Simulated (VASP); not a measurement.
# Sb (P2_1/m) in VASP: a series of runs

Runs on Sb. Level: LDA. Tasks: single point.

All numbers are computed with VASP 6.6.1; they aren't measurements. Logs are shortened: lines on timing, memory, paths and dates and some standing lists are left out, and cuts for length are marked.

### 1 The cell of the first run

Symmetry: P2_1/m, No. 11, monoclinic system. The conventional cell has a = 3.059 Å, b = 4.259 Å, c = 4.316 Å, α = 90.00°, β = 90.51°, γ = 90.00°. Within 3.9 Å of Sb (site symmetry m) lie 6 Sb at 2.98 to 3.09 Å.

### 2 Single point, LDA (volume scaled by 0.94)

Contents of INCAR:

```
PREC = Accurate
ENCUT = 520
EDIFF = 1E-6
ISMEAR = -1
SIGMA = 0.05
LREAL = F
LASPH = T
NELM = 100
ALGO = Normal
ISIF = 2
LWAVE = F
LCHARG = F
GGA = CA
NBANDS = 12
```

Contents of KPOINTS:

```
regular mesh
0
Gamma
  9 6 6
```

Contents of POSCAR:

```
Sb
1.0
    3.0586616250      0.0000000000      0.0000000000
    0.0000000000      4.2587682402      0.0000000000
   -0.0381205934      0.0000000000      4.3159114163
Sb
2
Direct
    0.0113890000      0.2500000000      0.2411660000
    0.9886110000      0.7500000000      0.7588340000
```

Potentials or basis: VASP PAW LDA potentials, release 64 (Sb).

Launch:

```sh
cat potpaw_LDA.64/Sb/POTCAR > POTCAR
mpirun -np 1 vasp_std > vasp.out
```

OUTCAR:

```text
PREC = Accurate
   ENCUT = 520
   EDIFF = 1E-6
   ISMEAR = -1
   LREAL = F
   LASPH = T
   NELM = 100
   ISIF = 2
   GGA = CA

 ion  position               nearest neighbor table
   1  0.011  0.250  0.241-   2 2.98   2 2.98   2 3.09   2 3.09
   2  0.989  0.750  0.759-   1 2.98   1 2.98   1 3.09   1 3.09

  LATTYP: Found a simple monoclinic cell.
 ALAT       =     3.0586616250
 B/A-ratio  =     1.3923633152
 C/A-ratio  =     1.4111007668
 COS(beta)  =    -0.0088322263

  Lattice vectors:

 A1 = (   3.0586616250,   0.0000000000,   0.0000000000)
 A2 = (   0.0000000000,   4.2587682402,   0.0000000000)
 A3 = (  -0.0381205934,   0.0000000000,   4.3159114163)

Analysis of symmetry for initial positions (statically):
=====================================================================
 Subroutine PRICEL returns:
 Original cell was already a primitive cell.

 Routine SETGRP: Setting up the symmetry group for a
 simple monoclinic supercell.

 Subroutine GETGRP returns: Found  4 space group operations
 (whereof  2 operations were pure point group operations)
 out of a pool of  4 trial point group operations.

The static configuration has the point symmetry S_2 .
 The point group associated with its full space group is C_2h.

Analysis of symmetry for dynamics (positions and initial velocities):
=====================================================================
 Subroutine PRICEL returns:
 Original cell was already a primitive cell.

 Routine SETGRP: Setting up the symmetry group for a
 simple monoclinic supercell.

 Subroutine GETGRP returns: Found  4 space group operations
 (whereof  2 operations were pure point group operations)
 out of a pool of  4 trial point group operations.

The dynamic configuration has the point symmetry S_2 .
 The point group associated with its full space group is C_2h.

 Subroutine INISYM returns: Found  4 space group operations
 (whereof  2 operations are pure point group operations),
 and found     1 'primitive' translations

----------------------------------------------------------------------------------------

                                     Primitive cell

  volume of cell :      56.2196

  direct lattice vectors                    reciprocal lattice vectors
     3.058661625  0.000000000  0.000000000     0.326940382  0.000000000  0.002887724
     0.000000000  4.258768240  0.000000000     0.000000000  0.234809678  0.000000000
[... 93 lines left out ...]
   POTIM  = 0.5000    time-step for ionic-motion
   TEBEG  =    0.0;   TEEND  =   0.0 temperature during run
   PSTRESS=    0.0 pullay stress
   NELECT =      10.0000    total number of electrons
   NUPDOWN=      -1.0000    fix difference up-down
   EMIN   =  10.00;   EMAX   =-10.00  energy-range for DOS
   EFERMI =   0.00;   METHOD = LEGACY
   ISMEAR =    -1;   SIGMA  =   0.05  broadening in eV -4-tet -1-fermi 0-gaus
   EFERMI_NEDOS =   21; number of points for ismear=-14 and -15
   IALGO  =     38    algorithm
   IMIX   =      4    mixing-type and parameters
     AMIX     =   0.40;   BMIX     =  1.00
     AMIX_MAG =   1.60;   BMIX_MAG =  1.00
  volume/ion in A,a.u.               =      28.11       189.69
  Fermi-wavevector in a.u.,A,eV,Ry     =   0.920687  1.739847 11.533185  0.847665
  Thomas-Fermi vector in A             =   2.046021
   LORBIT       =      0    0 simple, 1 ext, 2 COOP (PROOUT), +10 PAW based schemes
   GGA     = CA    functional components
   LHFCALC =     F    Hartree Fock is set to
   AEXX    =    0.0000 exact exchange contribution
   IVDW    =     0    specifies the selected vdW correction
   LEPSILON=     F    determine dielectric tensor
   LRPA    =     F    only Hartree local field effects (RPA)
 non-spin polarized calculation
  energy-cutoff  :      520.00
  volume of cell :       56.22
 maximum number of plane-waves:      1532
   NGX = 11   NGY = 15   NGZ = 17

 number of electron      10.0000001 magnetization

 Free energy of the ion-electron system (eV)
  ---------------------------------------------------
  ext. energy  EPLUGINS =         0.00000000
  ---------------------------------------------------
  free energy    TOTEN  =        -9.56662967 eV

  energy without entropy =       -9.55456883  energy(sigma->0) =       -9.56059925

 E-fermi :   7.9228     XC(G=0): -10.0512

 val. band max:        7.9091591520   @ k =   0.4444   0.3333   0.1667
 cond. band min:       7.9247723141   @ k =   0.4444   0.3333   0.0000
 fundamental gap:      0.0156131620
 Fermi energy:         7.9228329548

 k-point     1 :       0.0000    0.0000    0.0000
  band No.  band energies     occupation
      1      -5.1143      2.00000
      2       0.4209      2.00000
      3       3.9309      2.00000
      4       4.0715      2.00000
      5       9.7082      0.00000
      6      10.9738      0.00000
      7      11.2143      0.00000
      8      11.3355      0.00000
      9      14.5687      0.00000
     10      14.7903      0.00000
     11      15.5010      0.00000
     12      16.3821      0.00000
[... 331 lines left out ...]
 k-point    24 :       0.3333    0.0000    0.1667
  band No.  band energies     occupation
      1      -3.3318      2.00000
      2       1.2187      2.00000
      3       3.9328      2.00000
      4       5.6831      2.00000
      5       5.9349      2.00000
      6       8.0857      0.07411
      7      11.3337      0.00000
      8      11.5131      0.00000
      9      12.2365      0.00000
     10      13.9065      0.00000
     11      14.2111      0.00000
     12      17.4596      0.00000

 [... further k-points ...]

------------------------ aborting loop because EDIFF is reached ----------------------------------------

  FORCE on cell =-STRESS in cart. coord.  units (eV):
  Direction    XX          YY          ZZ          XY          YZ          ZX
  --------------------------------------------------------------------------------------
  -------------------------------------------------------------------------------------
  Total        0.1332951      0.0683647      0.1824659      0.0000000      0.0000000      0.0397521
  in kB        3.7987155      1.9482935      5.2000118      0.0000000      0.0000000      1.1328772
  external PRESSURE =       3.6490069 kB  Pullay stress =       0.0000000 kB

 VOLUME and BASIS-vectors are now :
 -----------------------------------------------------------------------------
  energy-cutoff  :      520.00
  volume of cell :       56.22
      direct lattice vectors                 reciprocal lattice vectors
     3.058661625  0.000000000  0.000000000     0.326940382  0.000000000  0.002887724
     0.000000000  4.258768240  0.000000000     0.000000000  0.234809678  0.000000000
    -0.038120593  0.000000000  4.315911416     0.000000000  0.000000000  0.231700770

 POSITION                                       TOTAL-FORCE (eV/Angst)
 -----------------------------------------------------------------------------------
      0.02564      1.06469      1.04085        -0.030636      0.000000      0.126618
      2.99490      3.19408      3.27506         0.030636      0.000000     -0.126618
 -----------------------------------------------------------------------------------
    total drift:                                0.000000     -0.000000      0.000000

  FREE ENERGIE OF THE ION-ELECTRON SYSTEM (eV)
  ---------------------------------------------------
  free  energy   TOTEN  =        -9.5666296659 eV

  energy  without entropy=       -9.5545688290  energy(sigma->0) =       -9.56059925
```

OSZICAR:

```text
N       E                     dE             d eps       ncg     rms          rms(c)
DAV:   1     0.329800493200E+02    0.32980E+02   -0.33948E+03  2688   0.652E+02
DAV:   2    -0.768992408253E+01   -0.40670E+02   -0.39317E+02  3588   0.106E+02
DAV:   3    -0.956280377414E+01   -0.18729E+01   -0.18418E+01  3240   0.252E+01
DAV:   4    -0.957929677379E+01   -0.16493E-01   -0.16446E-01  3092   0.287E+00
DAV:   5    -0.957949521298E+01   -0.19844E-03   -0.19844E-03  3208   0.342E-01    0.319E+00
DAV:   6    -0.957160311761E+01    0.78921E-02   -0.66658E-04  3112   0.158E-01    0.189E+00
DAV:   7    -0.956661689342E+01    0.49862E-02   -0.15174E-03  3004   0.228E-01    0.569E-02
DAV:   8    -0.956662832670E+01   -0.11433E-04   -0.50823E-05  3176   0.443E-02    0.107E-02
DAV:   9    -0.956662961241E+01   -0.12857E-05   -0.18897E-06  3032   0.872E-03    0.247E-03
DAV:  10    -0.956662966594E+01   -0.53532E-07   -0.15441E-07  1688   0.224E-03
   1 F= -.95666297E+01 E0= -.95605992E+01  d E =-.120608E-01
```

It took 12 s on 1 thread of Intel Xeon 6975P-C (Granite Rapids), shared host; peak memory 0.18 GiB.

What came out:

```
Free energy            : -9.5666 eV
Pressure               : 0.4 GPa
Largest force          : 0.130 eV/Å
Band gap on the k mesh : zero (band 5 reaches 13.18 eV, above the bottom of band 6 at 4.32 eV)
```

Forces in eV/Å, atoms in the order of the input:
```
Sb  -0.031  0.000  0.127
Sb   0.031  0.000 -0.127
```

Stress tensor (GPa, compression positive):
```
0.38 0.00 0.11
0.00 0.19 0.00
0.11 0.00 0.52
```

Caveat: the cell differs from its parent crystal (volume scaled by 0.94); spin-orbit coupling is left out, which moves the levels of the heavy elements.

### 3 Single point, LDA (volume scaled by 0.96)

Contents of INCAR:

```
PREC     = Accurate       # precision mode
ENCUT    = 520            # plane-wave cutoff, eV
EDIFF    = 1E-6           # SCF threshold, eV
ISMEAR   = -1             # smearing method
SIGMA    = 0.05           # smearing width, eV
LREAL    = F              # projectors in reciprocal space
LASPH    = T              # aspherical terms in the spheres
NELM     = 60             # most SCF steps
ALGO     = Normal         # electronic algorithm
ISIF     = 2              # what is computed and relaxed
LWAVE    = F              # write WAVECAR
LCHARG   = F              # write CHGCAR
GGA      = CA             # functional
NBANDS   = 12             # bands
```

KPOINTS is that of step 2.

Contents of POSCAR:

```
Sb
1.0
    3.0802022053      0.0000000000      0.0000000000
    0.0000000000      4.2887605540      0.0000000000
   -0.0383890571      0.0000000000      4.3463061600
Sb
2
Direct
    0.0113890000      0.2500000000      0.2411660000
    0.9886110000      0.7500000000      0.7588340000
```

Potentials or basis: VASP PAW LDA potentials, release 64 (Sb).

Launch:

```sh
cat potpaw_LDA.64/Sb/POTCAR > POTCAR
mpirun -np 1 vasp_std > vasp.out
```

Run time: 12 s. Hardware: 1 thread of Intel Xeon 6975P-C (Granite Rapids), shared host; peak memory 0.18 GiB.

The run converged. Its results:

* Free energy: -9.5643 eV
* Pressure: -1.0 GPa
* Largest force: 0.095 eV/Å
* Band gap on the k mesh: zero (band 5 reaches 12.77 eV, above the bottom of band 6 at 4.13 eV)

Forces on the atoms (eV/Å):
```
Sb  -0.033  0.000  0.089
Sb   0.033  0.000 -0.089
```

Stress tensor (GPa, compression positive):
```
-0.82  0.00  0.10
 0.00 -1.21  0.00
 0.10  0.00 -0.88
```

Levels at points of the mesh, in eV from the Fermi level:
```csv
k point,band 3,band 4,band 5,band 6,band 7,band 8
"(0.00, 0.00, 0.00)",-3.88,-3.74,1.87,3.01,3.25,3.37
"(0.00, 0.50, 0.00)",-1.65,-1.65,-1.03,-1.03,4.78,4.78
"(0.00, 0.00, 0.50)",-1.75,-1.21,-1.06,-0.89,4.55,4.95
"(0.00, 0.50, 0.50)",-5.96,-5.96,5.14,5.14,5.41,5.41
```

Caveat: the cell differs from its parent crystal (volume scaled by 0.96); spin-orbit coupling is left out, which moves the levels of the heavy elements.

### 4 Single point, LDA (volume scaled by 0.98)

Contents of INCAR:

```
PREC = Accurate
ENCUT = 520
EDIFF = 1E-7
ISMEAR = -1
SIGMA = 0.05
LREAL = F
LASPH = T
NELM = 100
ALGO = Normal
ISIF = 2
LWAVE = F
LCHARG = F
GGA = CA
NBANDS = 12
```

KPOINTS is that of step 3.

Contents of POSCAR:

```
Sb
1.0
    3.1014456505      0.0000000000      0.0000000000
    0.0000000000      4.3183391477      0.0000000000
   -0.0386538176      0.0000000000      4.3762816325
Sb
2
Direct
    0.0113890000      0.2500000000      0.2411660000
    0.9886110000      0.7500000000      0.7588340000
```

Potentials or basis: VASP PAW LDA potentials, release 64 (Sb).

Launch:

```sh
cat potpaw_LDA.64/Sb/POTCAR > POTCAR
mpirun -np 1 vasp_std > vasp.out
```

OUTCAR:

```text
PREC = Accurate
   ENCUT = 520
   EDIFF = 1E-7
   ISMEAR = -1
   LREAL = F
   LASPH = T
   NELM = 100
   ISIF = 2
   GGA = CA

 ion  position               nearest neighbor table
   1  0.011  0.250  0.241-   2 3.02   2 3.02   2 3.13   2 3.13
   2  0.989  0.750  0.759-   1 3.02   1 3.02   1 3.13   1 3.13

  LATTYP: Found a simple monoclinic cell.
 ALAT       =     3.1014456505
 B/A-ratio  =     1.3923633152
 C/A-ratio  =     1.4111007668
 COS(beta)  =    -0.0088322263
[... 548 lines left out ...]

 [... further k-points ...]

------------------------ aborting loop because EDIFF is reached ----------------------------------------

  FORCE on cell =-STRESS in cart. coord.  units (eV):
  Direction    XX          YY          ZZ          XY          YZ          ZX
  --------------------------------------------------------------------------------------
  -------------------------------------------------------------------------------------
  Total       -0.6880392     -0.8839450     -0.7806779      0.0000000      0.0000000      0.0343643
  in kB      -18.8077828    -24.1629315    -21.3400909      0.0000000      0.0000000      0.9393590
  external PRESSURE =     -21.4369351 kB  Pullay stress =       0.0000000 kB

 VOLUME and BASIS-vectors are now :
 -----------------------------------------------------------------------------
  energy-cutoff  :      520.00
  volume of cell :       58.61
      direct lattice vectors                 reciprocal lattice vectors
     3.101445651  0.000000000  0.000000000     0.322430283  0.000000000  0.002847888
     0.000000000  4.318339148  0.000000000     0.000000000  0.231570510  0.000000000
    -0.038653818  0.000000000  4.376281632     0.000000000  0.000000000  0.228504489

 POSITION                                       TOTAL-FORCE (eV/Angst)
 -----------------------------------------------------------------------------------
      0.02600      1.07958      1.05541        -0.034618      0.000000      0.054709
      3.03679      3.23875      3.32087         0.034618     -0.000000     -0.054709
 -----------------------------------------------------------------------------------
    total drift:                                0.000000     -0.000000      0.000000

  FREE ENERGIE OF THE ION-ELECTRON SYSTEM (eV)
  ---------------------------------------------------
  free  energy   TOTEN  =        -9.5526384358 eV

  energy  without entropy=       -9.5398634714  energy(sigma->0) =       -9.54625095
```

OSZICAR:

```text
N       E                     dE             d eps       ncg     rms          rms(c)
DAV:   1     0.326667764758E+02    0.32667E+02   -0.33954E+03  2688   0.652E+02
DAV:   2    -0.773242235585E+01   -0.40399E+02   -0.38989E+02  3716   0.104E+02
DAV:   3    -0.954673061388E+01   -0.18143E+01   -0.17885E+01  3216   0.249E+01
DAV:   4    -0.956269916586E+01   -0.15969E-01   -0.15958E-01  3172   0.284E+00
DAV:   5    -0.956289378686E+01   -0.19462E-03   -0.19462E-03  3100   0.339E-01    0.296E+00
DAV:   6    -0.955666091763E+01    0.62329E-02   -0.71197E-04  3184   0.153E-01    0.174E+00
DAV:   7    -0.955263164443E+01    0.40293E-02   -0.15645E-03  2968   0.219E-01    0.590E-02
DAV:   8    -0.955263710357E+01   -0.54591E-05   -0.55212E-05  3264   0.445E-02    0.121E-02
DAV:   9    -0.955263836773E+01   -0.12642E-05   -0.18199E-06  3084   0.852E-03    0.229E-03
DAV:  10    -0.955263843576E+01   -0.68031E-07   -0.12330E-07  2604   0.196E-03
   1 F= -.95526384E+01 E0= -.95462510E+01  d E =-.127750E-01
```

Run time: 14 s. Hardware: 1 thread of Intel Xeon 6975P-C (Granite Rapids), shared host; peak memory 0.19 GiB.

What came out:

* Free energy: -9.5526 eV
* Pressure: -2.1 GPa
* Largest force: 0.065 eV/Å
* Band gap on the k mesh: zero (band 5 reaches 12.38 eV, above the bottom of band 6 at 3.94 eV)

Forces in eV/Å, atoms in the order of the input:
```
Sb  -0.035  0.000  0.055
Sb   0.035  0.000 -0.055
```

Levels at points of the mesh, in eV from the Fermi level:
```csv
k point,band 3,band 4,band 5,band 6,band 7,band 8
"(0.00, 0.00, 0.00)",-3.77,-3.64,1.95,2.98,3.21,3.34
"(0.00, 0.50, 0.00)",-1.59,-1.59,-1.00,-1.00,4.69,4.69
"(0.00, 0.00, 0.50)",-1.68,-1.16,-1.03,-0.87,4.47,4.86
"(0.00, 0.50, 0.50)",-5.81,-5.81,5.04,5.04,5.30,5.30
```

Caveat: the cell differs from its parent crystal (volume scaled by 0.98); spin-orbit coupling is left out, which moves the levels of the heavy elements.

### 5 Single point, LDA

This run uses another cell than the first one, of 29.90 Å³/atom, 1.064 times its volume.

Contents of INCAR:

```
PREC = Accurate ; ENCUT = 520
EDIFF = 1E-6 ; ISMEAR = -1
SIGMA = 0.05 ; LREAL = False
LASPH = True ; NELM = 60
ALGO = Normal ; ISIF = 2
LWAVE = False ; LCHARG = False
NBANDS = 12
```

KPOINTS is that of step 4.

Contents of POSCAR:

```
Sb
1.0
    3.1224020000      0.0000000000      0.0000000000
    0.0000000000      4.3475180000      0.0000000000
   -0.0389150000      0.0000000000      4.4058520000
Sb
2
Direct
    0.0113890000      0.2500000000      0.2411660000
    0.9886110000      0.7500000000      0.7588340000
```

Launch:

```sh
cat potpaw_LDA.64/Sb/POTCAR > POTCAR
mpirun -np 1 vasp_std > vasp.out
```

Wall time 14 s (1 thread of Intel Xeon 6975P-C (Granite Rapids), shared host); peak memory 0.19 GiB.

It converged, with:

| Quantity | Value |
| --- | --- |
| Free energy | -9.5327 eV |
| Pressure | -3.2 GPa |
| Largest force | 0.043 eV/Å |
| Band gap on the k mesh | zero (band 5 reaches 12.01 eV, above the bottom of band 6 at 3.76 eV) |

Forces in eV/Å, atoms in the order of the input:
```
Sb  -0.036  0.000  0.024
Sb   0.036  0.000 -0.024
```

Stress tensor (GPa, compression positive):
```
-2.83  0.00  0.08
 0.00 -3.47  0.00
 0.08  0.00 -3.26
```

Levels at points of the mesh, in eV from the Fermi level:
```csv
k point,band 1,band 2,band 3,band 4,band 5,band 6,band 7,band 8,band 9,band 10
"(0.00, 0.00, 0.00)",-12.51,-7.49,-3.67,-3.54,2.03,2.94,3.17,3.30,6.54,6.84
"(0.00, 0.50, 0.00)",-10.72,-10.72,-1.53,-1.53,-0.97,-0.97,4.61,4.61,7.99,7.99
"(0.00, 0.00, 0.50)",-10.96,-10.54,-1.62,-1.10,-1.00,-0.85,4.39,4.77,7.67,7.84
"(0.00, 0.50, 0.50)",-10.08,-10.08,-5.65,-5.65,4.93,4.93,5.19,5.19,8.72,8.72
```

Caveat: spin-orbit coupling is left out, which moves the levels of the heavy elements.

### 6 Summary

| cell | gap on the mesh (eV) | pressure (GPa) | largest force (eV/Å) |
| --- | --- | --- | --- |
| a = 3.059, b = 4.259, c = 4.316 Å, angles 90.0, 90.5, 90.0°, 2 atoms | none | 0.4 | 0.13 |
| a = 3.080, b = 4.289, c = 4.346 Å, angles 90.0, 90.5, 90.0°, 2 atoms | none | -1.0 | 0.09 |
| a = 3.101, b = 4.318, c = 4.376 Å, angles 90.0, 90.5, 90.0°, 2 atoms | none | -2.1 | 0.06 |
| a = 3.122, b = 4.348, c = 4.406 Å, angles 90.0, 90.5, 90.0°, 2 atoms | none | -3.2 | 0.04 |

Alike in all rows: task single point; level LDA; potentials or basis VASP PAW LDA potentials, release 64 (Sb); no spin polarisation; k mesh 9 × 6 × 6; cutoff (eV) 520; smearing fermi-dirac 0.05 eV.

Caveats: spin-orbit coupling is left out, which moves the levels of the heavy elements.

Absolute energies hang on the potentials; compare differences alone.
